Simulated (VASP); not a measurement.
A run of VASP 6.6.1 is set up as follows.

File POSCAR:

```
N
1.0
    3.8453150270      0.0000000000      0.0000000000
    0.0000000000      3.9609755119      0.0000000000
    0.0000000000      0.0000000000      5.1331776349
N
4
Direct
    0.9033843557      0.8987556745      0.0000000000
    0.5966156443      0.3987556745      0.5000000000
    0.0966156443      0.1012443255      0.0000000000
    0.4033843557      0.6012443255      0.5000000000
```

The input INCAR.step1:

```
PREC = Accurate
ENCUT = 520
EDIFF = 1E-5
ISMEAR = 0
SIGMA = 0.01
LREAL = F
LASPH = T
NELM = 80
ALGO = Normal
ISIF = 2
LWAVE = T
LCHARG = F
GGA = PE
NBANDS = 18
```

INCAR.step2

```
PREC = Accurate
ENCUT = 520
EDIFF = 1E-6
ISMEAR = 0
SIGMA = 0.01
LREAL = F
LASPH = T
NELM = 80
ALGO = Normal
ISIF = 2
LWAVE = F
LCHARG = F
GGA = PE
LHFCALC = T
HFSCREEN = 0.2079
PRECFOCK = Normal
ISTART = 1
NBANDS = 18
```

Contents of KPOINTS:

```
Automatic mesh
0
Gamma
  4 4 4
```

Potentials or basis: VASP PAW PBE potentials, release 64 (N).

Command:

```sh
$ cat potpaw_PBE.64/N/POTCAR > POTCAR
$ cp INCAR.step1 INCAR
$ mpirun -np 1 vasp_std > vasp.out
$ cp INCAR.step2 INCAR
$ mpirun -np 1 vasp_std > vasp.out
```

Task: What does it give for the pressure?

Result: 3.0 GPa.

Task: Estimate the largest force.

Result: 1.466 eV/Å.

Stress tensor (GPa, compression positive):
```
3.84 0.00 0.00
0.00 4.26 0.00
0.00 0.00 0.81
```

Caveat: the cell differs from its parent crystal (uniaxial x strain -2.9%); the standard files for N, O and F lose accuracy on very short bonds; the PAW data sets were made with another functional, which shifts forces and pressure a little.
